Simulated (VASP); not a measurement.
# Be3Pd2S (R-3m) in VASP: a series of runs

The runs below take Be3Pd2S through single point, relaxation of cell and atoms, with PBE.

Everything below comes from runs of VASP 6.6.1. Logs are shortened: lines on timing, memory, paths and dates and some standing lists are left out, and cuts for length are marked.

**1. The cell of the first run**

Symmetry: R-3m, No. 166, trigonal system. Conventional cell: a = 5.118 Å, b = 5.118 Å, c = 10.991 Å, α = 90.00°, β = 90.00°, γ = 120.00°. Be (site symmetry 2/m) has 2 Pd at 2.05 Å and 4 Be at 2.56 Å and 2 S at 2.56 Å within 2.7 Å. Pd (site symmetry 3m) has 3 Be at 2.05 Å and 1 S at 2.24 Å within 2.7 Å. Within 3.0 Å of S (site symmetry -3m) lie 2 Pd at 2.24 Å and 6 Be at 2.56 Å.

The cell was generated, and may not be a known phase.

**2. Single point, PBE**

The input, INCAR:

```
SYSTEM = Be3Pd2S
PREC = Accurate
ENCUT = 520
EDIFF = 1E-7
ISMEAR = 0
SIGMA = 0.1
LREAL = .FALSE.
LASPH = .TRUE.
NELM = 80
ALGO = Normal
ISIF = 2
LWAVE = .FALSE.
LCHARG = .FALSE.
GGA = PE
NBANDS = 25
```

The input, KPOINTS:

```
Automatic mesh
0
G
  6 6 6
  0 0 0
```

The input, POSCAR:

```
Be3Pd2S
1.0
    2.5588637600      1.4773606800      3.6637748500
   -2.5588637600      1.4773606800      3.6637748500
    0.0000000000     -2.9547213600      3.6637748500
Be Pd S
3 2 1
Direct
    0.5000000000      0.5000000000      0.0000000000
    0.0000000000      0.5000000000      0.5000000000
    0.5000000000      0.0000000000      0.5000000000
    0.2035507600      0.2035507600      0.2035507600
    0.7964492400      0.7964492400      0.7964492400
    0.0000000000      0.0000000000      0.0000000000
```

Potentials or basis: VASP PAW PBE potentials, release 64 (Be, Pd, S).

Command:

```console
$ cat potpaw_PBE.64/Be/POTCAR potpaw_PBE.64/Pd/POTCAR potpaw_PBE.64/S/POTCAR > POTCAR
$ mpirun -np 1 vasp_std > vasp.out
```

OUTCAR:

```text
SYSTEM = Be3Pd2S
   PREC = Accurate
   ENCUT = 520
   EDIFF = 1E-7
   ISMEAR = 0
   LREAL = .FALSE.
   LASPH = .TRUE.
   NELM = 80
   ISIF = 2
   GGA = PE

 ion  position               nearest neighbor table
   1  0.500  0.500  0.000-   4 2.05   5 2.05   6 2.56   6 2.56
   2  0.000  0.500  0.500-   4 2.05   5 2.05   6 2.56   6 2.56
   3  0.500  0.000  0.500-   4 2.05   5 2.05   6 2.56   6 2.56
   4  0.204  0.204  0.204-   1 2.05   2 2.05   3 2.05   6 2.24   5 3.06   5 3.06   5 3.06
   5  0.796  0.796  0.796-   1 2.05   2 2.05   3 2.05   6 2.24   4 3.06   4 3.06   4 3.06
   6  0.000  0.000  0.000-   4 2.24   5 2.24   2 2.56   3 2.56   2 2.56   3 2.56   1 2.56   1 2.56

  LATTYP: Found a trigonal (rhomboedric) cell.
 ALAT       =     4.7067636941
 COS(alpha) =     0.4088747193

  Lattice vectors:

 A1 = (   2.5588637600,   1.4773606800,   3.6637748500)
 A2 = (  -2.5588637600,   1.4773606800,   3.6637748500)
 A3 = (   0.0000000000,  -2.9547213600,   3.6637748500)

Analysis of symmetry for initial positions (statically):
=====================================================================
 Subroutine PRICEL returns:
 Original cell was already a primitive cell.

 Routine SETGRP: Setting up the symmetry group for a
 trigonal (rhombohedral) supercell.

 Subroutine GETGRP returns: Found 12 space group operations
 (whereof 12 operations were pure point group operations)
 out of a pool of 12 trial point group operations.

The static configuration has the point symmetry D_3d.

Analysis of symmetry for dynamics (positions and initial velocities):
=====================================================================
 Subroutine PRICEL returns:
 Original cell was already a primitive cell.

 Routine SETGRP: Setting up the symmetry group for a
 trigonal (rhombohedral) supercell.

 Subroutine GETGRP returns: Found 12 space group operations
 (whereof 12 operations were pure point group operations)
 out of a pool of 12 trial point group operations.

The dynamic configuration has the point symmetry D_3d.

 Subroutine INISYM returns: Found 12 space group operations
 (whereof 12 operations are pure point group operations),
 and found     1 'primitive' translations

----------------------------------------------------------------------------------------

                                     Primitive cell

  volume of cell :      83.1024

  direct lattice vectors                    reciprocal lattice vectors
     2.558863760  1.477360680  3.663774850     0.195399227  0.112813796  0.090980845
    -2.558863760  1.477360680  3.663774850    -0.195399227  0.112813796  0.090980845
     0.000000000 -2.954721360  3.663774850     0.000000000 -0.225627592  0.090980845

  length of vectors
     4.706763694  4.706763694  4.706763694     0.243280342  0.243280342  0.243280342

  position of ions in fractional coordinates (direct lattice)
     0.500000000  0.500000000  0.000000000
     0.000000000  0.500000000  0.500000000
     0.500000000  0.000000000  0.500000000
     0.203550760  0.203550760  0.203550760
     0.796449240  0.796449240  0.796449240
     0.000000000  0.000000000  0.000000000

  ion indices of the primitive-cell ions
   primitive index   ion index
                 1           1
                 2           2
                 3           3
                 4           4
                 5           5
                 6           6

----------------------------------------------------------------------------------------

 KPOINTS: Automatic mesh

Automatic generation of k-mesh.
 Grid dimensions read from file:
 generate k-points for:    6    6    6

 Generating k-lattice:

  Cartesian coordinates                     Fractional coordinates (reciprocal lattice)
     0.032566538  0.018802299  0.015163474     0.166666667  0.000000000  0.000000000
    -0.032566538  0.018802299  0.015163474     0.000000000  0.166666667  0.000000000
     0.000000000 -0.037604599  0.015163474     0.000000000  0.000000000  0.166666667

  Length of vectors
     0.040546724  0.040546724  0.040546724

  Shift w.r.t. Gamma in fractional coordinates (k-lattice)
     0.000000000  0.000000000  0.000000000

 Subroutine IBZKPT returns following result:
 ===========================================

 Found     32 irreducible k-points:

 Following reciprocal coordinates:
            Coordinates               Weight
  0.000000  0.000000  0.000000      1.000000
  0.166667  0.000000  0.000000      6.000000
  0.333333  0.000000  0.000000      6.000000
  0.500000  0.000000  0.000000      3.000000
  0.166667  0.166667  0.000000      6.000000
  0.333333  0.166667  0.000000     12.000000
[... 16 lines left out ...]
  0.500000  0.500000  0.166667      6.000000
 -0.333333  0.500000  0.166667     12.000000
 [... further k-points ...]
   k-points           NKPTS =     32   k-points in BZ     NKDIM =     32   number of bands    NBANDS=     25
   number of dos      NEDOS =    301   number of ions     NIONS =      6
   total plane-waves  NPLWV =  46656
   dimension x,y,z NGX =    36 NGY =   36 NGZ =   36
   dimension x,y,z NGXF=    72 NGYF=   72 NGZF=   72
   ions per type =               3   2   1
   NGX,Y,Z   is equivalent  to a cutoff of  12.72, 12.72, 12.72 a.u.
   NGXF,Y,Z  is equivalent  to a cutoff of  25.43, 25.43, 25.43 a.u.
 SYSTEM =  Be3Pd2S
   PREC   = accura    normal or accurate (medium, high low for compatibility)
   ISTART =      0    job   : 0-new  1-cont  2-samecut
   ICHARG =      2    charge: 1-file 2-atom 10-const
   ISPIN  =      1    spin polarized calculation?
   LNONCOLLINEAR =      F non collinear calculations
   LSORBIT =      F    spin-orbit coupling
   LASPH  =      T    aspherical Exc in radial PAW
   ENCUT  =  520.0 eV  38.22 Ry    6.18 a.u.   8.75  8.75  8.75*2*pi/ulx,y,z
   NELM   =     80;   NELMIN=  2; NELMDL= -5     # of ELM steps
   EDIFF  = 0.1E-06   stopping-criterion for ELM
   LREAL  =      F    real-space projection
   EDIFFG = 0.1E-05   stopping-criterion for IOM
   NSW    =      0    number of steps for IOM
   IBRION =     -1    ionic relax: 0-MD 1-quasi-New 2-CG
   NFREE  =      0    steps in history (QN), initial steepest desc. (CG)
   ISIF   =      2    stress and relaxation
   ISYM   =      2    0-nonsym 1-usesym 2-fastsym
   POTIM  = 0.5000    time-step for ionic-motion
   TEBEG  =    0.0;   TEEND  =   0.0 temperature during run
   PSTRESS=    0.0 pullay stress
   NELECT =      32.0000    total number of electrons
   NUPDOWN=      -1.0000    fix difference up-down
   EMIN   =  10.00;   EMAX   =-10.00  energy-range for DOS
   EFERMI =   0.00;   METHOD = LEGACY
   ISMEAR =     0;   SIGMA  =   0.10  broadening in eV -4-tet -1-fermi 0-gaus
   EFERMI_NEDOS =   21; number of points for ismear=-14 and -15
   IALGO  =     38    algorithm
   IMIX   =      4    mixing-type and parameters
     AMIX     =   0.40;   BMIX     =  1.00
     AMIX_MAG =   1.60;   BMIX_MAG =  1.00
  volume/ion in A,a.u.               =      13.85        93.47
  Fermi-wavevector in a.u.,A,eV,Ry     =   1.191023  2.250708 19.300360  1.418536
  Thomas-Fermi vector in A             =   2.327094
   LORBIT       =      0    0 simple, 1 ext, 2 COOP (PROOUT), +10 PAW based schemes
   GGA     = PE    functional components
   LHFCALC =     F    Hartree Fock is set to
   AEXX    =    0.0000 exact exchange contribution
   IVDW    =     0    specifies the selected vdW correction
   LEPSILON=     F    determine dielectric tensor
   LRPA    =     F    only Hartree local field effects (RPA)
 non-spin polarized calculation
 Gauss-broadening in eV      SIGMA  =   0.10
  energy-cutoff  :      520.00
  volume of cell :       83.10
 maximum number of plane-waves:      2264
   NGX = 17   NGY = 17   NGZ = 17

 number of electron      32.0000002 magnetization

 Free energy of the ion-electron system (eV)
  ---------------------------------------------------
  ext. energy  EPLUGINS =         0.00000000
  ---------------------------------------------------
  free energy    TOTEN  =       -24.44465528 eV

  energy without entropy =      -24.44044238  energy(sigma->0) =      -24.44254883

 E-fermi :   6.8598     XC(G=0): -10.6387

 val. band max:        6.7566331391   @ k =  -0.3333  -0.3333   0.1667
 cond. band min:       6.8752864526   @ k =  -0.3333   0.3333   0.0000
 fundamental gap:      0.1186533135
 Fermi energy:         6.8597615714

 k-point     1 :       0.0000    0.0000    0.0000
  band No.  band energies     occupation
      1      -7.5789      2.00000
      2      -0.0106      2.00000
      3       0.1657      2.00000
      4       0.1657      2.00000
      5       1.4465      2.00000
      6       2.3282      2.00000
[... 17 lines left out ...]
     24      13.1602      0.00000
     25      13.2629      0.00000

 k-point     2 :       0.1667    0.0000    0.0000
  band No.  band energies     occupation
      1      -7.5373      2.00000
      2      -0.1958      2.00000
      3       0.1566      2.00000
      4       0.1723      2.00000
      5       1.8458      2.00000
      6       2.3329      2.00000
[... 17 lines left out ...]
     24      13.0544      0.00000
     25      14.0259      0.00000

 k-point     3 :       0.3333    0.0000    0.0000
  band No.  band energies     occupation
      1      -7.4519      2.00000
      2      -0.5378      2.00000
      3       0.1385      2.00000
      4       0.4454      2.00000
      5       2.2391      2.00000
      6       2.3923      2.00000
[... 552 lines left out ...]
 k-point    23 :       0.5000    0.5000    0.1667
  band No.  band energies     occupation
      1      -7.2818      2.00000
      2      -0.5189      2.00000
      3       0.4170      2.00000
      4       1.0691      2.00000
      5       1.6456      2.00000
      6       2.2944      2.00000
[... 17 lines left out ...]
     24      15.3494      0.00000
     25      15.5140      0.00000

 k-point    24 :      -0.3333    0.5000    0.1667
  band No.  band energies     occupation
      1      -7.2966      2.00000
      2      -0.4603      2.00000
      3       0.1530      2.00000
      4       0.7647      2.00000
      5       1.9690      2.00000
      6       2.3255      2.00000
[... 17 lines left out ...]
     24      14.4821      0.00000
     25      15.2970      0.00000

 [... further k-points ...]

------------------------ aborting loop because EDIFF is reached ----------------------------------------

  FORCE on cell =-STRESS in cart. coord.  units (eV):
  Direction    XX          YY          ZZ          XY          YZ          ZX
  --------------------------------------------------------------------------------------
  -------------------------------------------------------------------------------------
  Total        4.3201797      4.3201797     16.9346292     -0.0000000      0.0000000      0.0000000
  in kB       83.2911140     83.2911139    326.4920023     -0.0000000      0.0000000      0.0000000
  external PRESSURE =     164.3580767 kB  Pullay stress =       0.0000000 kB

 VOLUME and BASIS-vectors are now :
 -----------------------------------------------------------------------------
  energy-cutoff  :      520.00
  volume of cell :       83.10
      direct lattice vectors                 reciprocal lattice vectors
     2.558863760  1.477360680  3.663774850     0.195399227  0.112813796  0.090980845
    -2.558863760  1.477360680  3.663774850    -0.195399227  0.112813796  0.090980845
     0.000000000 -2.954721360  3.663774850     0.000000000 -0.225627592  0.090980845

 POSITION                                       TOTAL-FORCE (eV/Angst)
 -----------------------------------------------------------------------------------
      0.00000      1.47736      3.66377         0.000000      0.000000      0.000000
     -1.27943     -0.73868      3.66377        -0.000000      0.000000      0.000000
      1.27943     -0.73868      3.66377         0.000000      0.000000      0.000000
      0.00000      0.00000      2.23729        -0.000000      0.000000     -1.158995
      0.00000      0.00000      8.75403        -0.000000     -0.000000      1.158995
      0.00000      0.00000      0.00000        -0.000000      0.000000      0.000000
 -----------------------------------------------------------------------------------
    total drift:                               -0.000000      0.000000     -0.000000

  FREE ENERGIE OF THE ION-ELECTRON SYSTEM (eV)
  ---------------------------------------------------
  free  energy   TOTEN  =       -24.4446552838 eV

  energy  without entropy=      -24.4404423812  energy(sigma->0) =      -24.44254883
```

It took 40 s on 1 thread of AMD EPYC 9R45 (Zen 5), shared host; peak memory 0.21 GiB.

What came out:

```
Free energy            : -24.4447 eV
Pressure               : 16.4 GPa
Largest force          : 1.159 eV/Å
Band gap on the k mesh : zero (bands 16 and 17 overlap by 0.28 eV)
```

Forces on the atoms (eV/Å):
```
Be   0.000  0.000  0.000
Be   0.000  0.000  0.000
Be   0.000  0.000  0.000
Pd   0.000  0.000 -1.159
Pd   0.000  0.000  1.159
S    0.000  0.000  0.000
```

Caveat: the stress differs along the axes, from 8 to 33 GPa; forces of over 1 eV/Å act on the atoms, so gaps and moduli don't describe the material at rest.

[end of part 1 of 2]

The gap in the log of VASP goes by the Fermi energy; the results here count the filled bands.